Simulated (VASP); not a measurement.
# BAs (I-4m2) in VASP: electric field gradients with LDA

Aim: the electric field gradients of BAs with LDA.

All numbers are computed with VASP 6.6.1; they aren't measurements. Logs are shortened: lines on timing, memory, paths and dates and some standing lists are left out, and cuts for length are marked.

### 1 The cell of the first run

It takes space group I-4m2 (No. 119, tetragonal). Conventional cell: a = 3.310 Å, b = 3.310 Å, c = 4.777 Å, α = 90.00°, β = 90.00°, γ = 90.00°. B (site symmetry -4m2) has 4 As at 2.04 Å within 2.7 Å. Within 2.7 Å of As (site symmetry -4m2) lie 4 B at 2.04 Å.

### 2 Electric field gradients, LDA (equal xx and yy strain of -2 %)

Contents of INCAR:

```
SYSTEM = BAs
ALGO = Normal
EDIFF = 1E-8
ENCUT = 420
GGA_COMPAT = .False.
ISIF = 2
ISMEAR = -1
LASPH = .True.
LCHARG = .False.
LEFG = .True.
LREAL = .False.
LWAVE = .False.
NBANDS = 16
NELM = 120
PREC = Accurate
SIGMA = 0.03
```

Contents of KPOINTS:

```
k-points
0
Gamma
  15 15 15
  0 0 0
```

Contents of POSCAR:

```
BAs
1.0
    0.0000000000      2.3407300000      2.3885000000
    2.3407300000      0.0000000000      2.3885000000
    2.3407300000      2.3407300000      0.0000000000
B As
1 1
Direct
    0.0000000000      0.0000000000      0.0000000000
    0.7500000000      0.7500000000      0.7500000000
```

Potentials or basis: VASP PAW LDA potentials, release 64 (B, As_d).

Command:

```bash
$ cat potpaw_LDA.64/B/POTCAR potpaw_LDA.64/As_d/POTCAR > POTCAR
$ mpirun -np 1 vasp_std > vasp.out
```

OUTCAR:

```text
SYSTEM = BAs
   EDIFF = 1E-8
   ENCUT = 420
   ISIF = 2
   ISMEAR = -1
   LASPH = .True.
   LREAL = .False.
   NELM = 120
   PREC = Accurate

 ion  position               nearest neighbor table
   1  0.000  0.000  0.000-   2 2.04   2 2.04   2 2.04   2 2.04
   2  0.750  0.750  0.750-   1 2.04   1 2.04   1 2.04   1 2.04

  LATTYP: Found a body centered tetragonal cell.
 ALAT       =     3.3102921119
 C/A-ratio  =     1.4430750636

  Lattice vectors:

 A1 = (  -2.3407300000,   0.0000000000,   2.3885000000)
 A2 = (   2.3407300000,   0.0000000000,   2.3885000000)
 A3 = (   0.0000000000,   2.3407300000,  -2.3885000000)

Analysis of symmetry for initial positions (statically):
=====================================================================
 Subroutine PRICEL returns:
 Original cell was already a primitive cell.

 Routine SETGRP: Setting up the symmetry group for a
 body centered tetragonal supercell.

 Subroutine GETGRP returns: Found  8 space group operations
 (whereof  8 operations were pure point group operations)
 out of a pool of 16 trial point group operations.

The static configuration has the point symmetry D_2d.

Analysis of symmetry for dynamics (positions and initial velocities):
=====================================================================
 Subroutine PRICEL returns:
 Original cell was already a primitive cell.

 Routine SETGRP: Setting up the symmetry group for a
 body centered tetragonal supercell.

 Subroutine GETGRP returns: Found  8 space group operations
 (whereof  8 operations were pure point group operations)
 out of a pool of 16 trial point group operations.

The dynamic configuration has the point symmetry D_2d.

 Subroutine INISYM returns: Found  8 space group operations
 (whereof  8 operations are pure point group operations),
 and found     1 'primitive' translations

----------------------------------------------------------------------------------------

                                     Primitive cell

  volume of cell :      26.1733

  direct lattice vectors                    reciprocal lattice vectors
     0.000000000  2.340730000  2.388500000    -0.213608575  0.213608575  0.209336404
     2.340730000  0.000000000  2.388500000     0.213608575 -0.213608575  0.209336404
     2.340730000  2.340730000  0.000000000     0.213608575  0.213608575 -0.209336404

  length of vectors
     3.344241197  3.344241197  3.310292112     0.367530919  0.367530919  0.367530919

  position of ions in fractional coordinates (direct lattice)
     0.000000000  0.000000000  0.000000000
     0.750000000  0.750000000  0.750000000

  ion indices of the primitive-cell ions
   primitive index   ion index
                 1           1
                 2           2

----------------------------------------------------------------------------------------

 KPOINTS: k-points

Automatic generation of k-mesh.
 Grid dimensions read from file:
 generate k-points for:   15   15   15

 Generating k-lattice:

  Cartesian coordinates                     Fractional coordinates (reciprocal lattice)
    -0.014240572  0.014240572  0.013955760     0.066666667  0.000000000  0.000000000
     0.014240572 -0.014240572  0.013955760     0.000000000  0.066666667  0.000000000
     0.014240572  0.014240572 -0.013955760    -0.000000000 -0.000000000  0.066666667

  Length of vectors
     0.024502061  0.024502061  0.024502061

  Shift w.r.t. Gamma in fractional coordinates (k-lattice)
     0.000000000  0.000000000  0.000000000

 Subroutine IBZKPT returns following result:
 ===========================================

 Found    288 irreducible k-points:

 Following reciprocal coordinates:
            Coordinates               Weight
  0.000000  0.000000  0.000000      1.000000
  0.066667  0.000000  0.000000      8.000000
  0.133333  0.000000  0.000000      8.000000
  0.200000  0.000000  0.000000      8.000000
  0.266667  0.000000  0.000000      8.000000
  0.333333  0.000000  0.000000      8.000000
[... 16 lines left out ...]
  0.133333  0.133333  0.000000      2.000000
  0.200000  0.133333  0.000000      8.000000
 [... further k-points ...]
   k-points           NKPTS =    288   k-points in BZ     NKDIM =    288   number of bands    NBANDS=     16
   number of dos      NEDOS =    301   number of ions     NIONS =      2
   total plane-waves  NPLWV =  13824
   dimension x,y,z NGX =    24 NGY =   24 NGZ =   24
   dimension x,y,z NGXF=    48 NGYF=   48 NGZF=   48
   ions per type =               1   1
   NGX,Y,Z   is equivalent  to a cutoff of  11.93, 11.93, 12.05 a.u.
   NGXF,Y,Z  is equivalent  to a cutoff of  23.86, 23.86, 24.11 a.u.
 SYSTEM =  BAs
   PREC   = accura    normal or accurate (medium, high low for compatibility)
   ISTART =      0    job   : 0-new  1-cont  2-samecut
   ICHARG =      2    charge: 1-file 2-atom 10-const
   ISPIN  =      1    spin polarized calculation?
   LNONCOLLINEAR =      F non collinear calculations
   LSORBIT =      F    spin-orbit coupling
   LASPH  =      T    aspherical Exc in radial PAW
   ENCUT  =  420.0 eV  30.87 Ry    5.56 a.u.   5.59  5.59  5.53*2*pi/ulx,y,z
   NELM   =    120;   NELMIN=  2; NELMDL= -5     # of ELM steps
   EDIFF  = 0.1E-07   stopping-criterion for ELM
   LREAL  =      F    real-space projection
   EDIFFG = 0.1E-06   stopping-criterion for IOM
   NSW    =      0    number of steps for IOM
   IBRION =     -1    ionic relax: 0-MD 1-quasi-New 2-CG
   NFREE  =      0    steps in history (QN), initial steepest desc. (CG)
   ISIF   =      2    stress and relaxation
   ISYM   =      2    0-nonsym 1-usesym 2-fastsym
   POTIM  = 0.5000    time-step for ionic-motion
   TEBEG  =    0.0;   TEEND  =   0.0 temperature during run
   PSTRESS=    0.0 pullay stress
   NELECT =      18.0000    total number of electrons
   NUPDOWN=      -1.0000    fix difference up-down
   EMIN   =  10.00;   EMAX   =-10.00  energy-range for DOS
   EFERMI =   0.00;   METHOD = LEGACY
   ISMEAR =    -1;   SIGMA  =   0.03  broadening in eV -4-tet -1-fermi 0-gaus
   EFERMI_NEDOS =   21; number of points for ismear=-14 and -15
   IALGO  =     38    algorithm
   IMIX   =      4    mixing-type and parameters
     AMIX     =   0.40;   BMIX     =  1.00
     AMIX_MAG =   1.60;   BMIX_MAG =  1.00
  volume/ion in A,a.u.               =      13.09        88.31
  Fermi-wavevector in a.u.,A,eV,Ry     =   1.445039  2.730729 28.410856  2.088139
  Thomas-Fermi vector in A             =   2.563266
   LORBIT       =      0    0 simple, 1 ext, 2 COOP (PROOUT), +10 PAW based schemes
   GGA     = CA    functional components
   LHFCALC =     F    Hartree Fock is set to
   AEXX    =    0.0000 exact exchange contribution
   IVDW    =     0    specifies the selected vdW correction
   LEPSILON=     F    determine dielectric tensor
   LRPA    =     F    only Hartree local field effects (RPA)
 non-spin polarized calculation
  energy-cutoff  :      420.00
  volume of cell :       26.17
 maximum number of plane-waves:       532
   NGX = 11   NGY = 11   NGZ = 11

 number of electron      17.9999994 magnetization

 Free energy of the ion-electron system (eV)
  ---------------------------------------------------
  ext. energy  EPLUGINS =         0.00000000
  ---------------------------------------------------
  free energy    TOTEN  =       -12.93414596 eV

  energy without entropy =      -12.93414596  energy(sigma->0) =      -12.93414596

 E-fermi :   5.7363     XC(G=0): -11.6326

 val. band max:        5.2842378968   @ k =   0.0000   0.0000   0.0000
 cond. band min:       6.2185087049   @ k =   0.4000   0.0000   0.4000
 fundamental gap:      0.9342708081
 Fermi energy:         5.7363379885

 k-point     1 :       0.0000    0.0000    0.0000
  band No.  band energies     occupation
      1     -30.7115      2.00000
      2     -30.7084      2.00000
      3     -30.7084      2.00000
      4     -30.6821      2.00000
      5     -30.6802      2.00000
      6     -10.5332      2.00000
[... 8 lines left out ...]
     15      18.3304      0.00000
     16      18.9598      0.00000
[... 419 lines left out ...]
 k-point    24 :       0.2000    0.1333    0.0000
  band No.  band energies     occupation
      1     -30.7124      2.00000
      2     -30.7039      2.00000
      3     -30.7038      2.00000
      4     -30.6816      2.00000
      5     -30.6804      2.00000
      6      -9.8738      2.00000
[... 8 lines left out ...]
     15      17.1066      0.00000
     16      19.0436      0.00000

 [... further k-points ...]

------------------------ aborting loop because EDIFF is reached ----------------------------------------

  FORCE on cell =-STRESS in cart. coord.  units (eV):
  Direction    XX          YY          ZZ          XY          YZ          ZX
  --------------------------------------------------------------------------------------
  -------------------------------------------------------------------------------------
  Total        0.5853384      0.5853384     -0.1504321      0.0000000      0.0000000     -0.0000000
  in kB       35.8310667     35.8310667     -9.2085942      0.0000000      0.0000000     -0.0000000
  external PRESSURE =      20.8178464 kB  Pullay stress =       0.0000000 kB

 VOLUME and BASIS-vectors are now :
 -----------------------------------------------------------------------------
  energy-cutoff  :      420.00
  volume of cell :       26.17
      direct lattice vectors                 reciprocal lattice vectors
     0.000000000  2.340730000  2.388500000    -0.213608575  0.213608575  0.209336404
     2.340730000  0.000000000  2.388500000     0.213608575 -0.213608575  0.209336404
     2.340730000  2.340730000  0.000000000     0.213608575  0.213608575 -0.209336404

 POSITION                                       TOTAL-FORCE (eV/Angst)
 -----------------------------------------------------------------------------------
      0.00000      0.00000      0.00000        -0.000000     -0.000000     -0.000000
      3.51110      3.51110      3.58275         0.000000      0.000000      0.000000
 -----------------------------------------------------------------------------------
    total drift:                               -0.000001     -0.000001     -0.000003

  FREE ENERGIE OF THE ION-ELECTRON SYSTEM (eV)
  ---------------------------------------------------
  free  energy   TOTEN  =       -12.9341459642 eV

  energy  without entropy=      -12.9341459639  energy(sigma->0) =      -12.93414596

 Electric field gradients (V/A^2)
---------------------------------------------------------------------
 ion       V_xx      V_yy      V_zz      V_xy      V_xz      V_yz
---------------------------------------------------------------------
   1      -0.087    -0.087     0.173    -0.000    -0.000    -0.000
   2      -1.424    -1.424     2.848     0.004     0.001     0.001
---------------------------------------------------------------------

 Electric field gradients after diagonalization (V/A^2)
 (convention: |V_zz| > |V_xx| > |V_yy|)
----------------------------------------------------------------------
 ion       V_xx      V_yy      V_zz     asymmetry (V_yy - V_xx)/ V_zz
----------------------------------------------------------------------
   1      -0.087    -0.086     0.173       0.002
   2      -1.428    -1.421     2.848       0.003
----------------------------------------------------------------------

           NMR quadrupolar parameters

 Cq : quadrupolar parameter    Cq=e*Q*V_zz/h
 eta: asymmetry parameters     (V_yy - V_xx)/ V_zz
 Q  : nuclear electric quadrupole moment in mb (millibarn)
----------------------------------------------------------------------
 ion       Cq(MHz)       eta       Q (mb)
----------------------------------------------------------------------
   1       0.000       0.002       1.000
   2       0.007       0.003       1.000
----------------------------------------------------------------------
```

It took 43 s on 1 thread of Intel Xeon Platinum 8488C (Sapphire Rapids), shared host; peak memory 0.19 GiB.

Results:

```yaml
Free_energy: -12.9341 eV
Pressure: 2.1 GPa
Band_gap_on_the_k_mesh: 0.93 eV (least direct gap 3.19 eV)
Largest_electric_field_gradient_by_atom: B +0.2; As +2.8 V/Å²
```

Stress tensor (GPa, compression positive):
```
 3.58  0.00  0.00
 0.00  3.58  0.00
 0.00  0.00 -0.92
```

Levels at points of the mesh, in eV from the valence-band top:
```tsv
k point	band 7	band 8	band 9	band 10	band 11	band 12
(0.00, 0.00, 0.00)	-0.20	0.00	0.00	3.19	3.19	3.32
```

Electric field gradients, principal values (V/Å²):
```csv
atom,least,middle,greatest (by size)
1 B,-0.086,-0.087,0.173
2 As,-1.421,-1.428,2.848
```

Caveat: the cell differs from its parent crystal (equal xx and yy strain of -2 %); without QUAD_EFG the Cq values of the log hold for a quadrupole moment of 1 mb, not for the nuclei. A k mesh can miss the band edges.
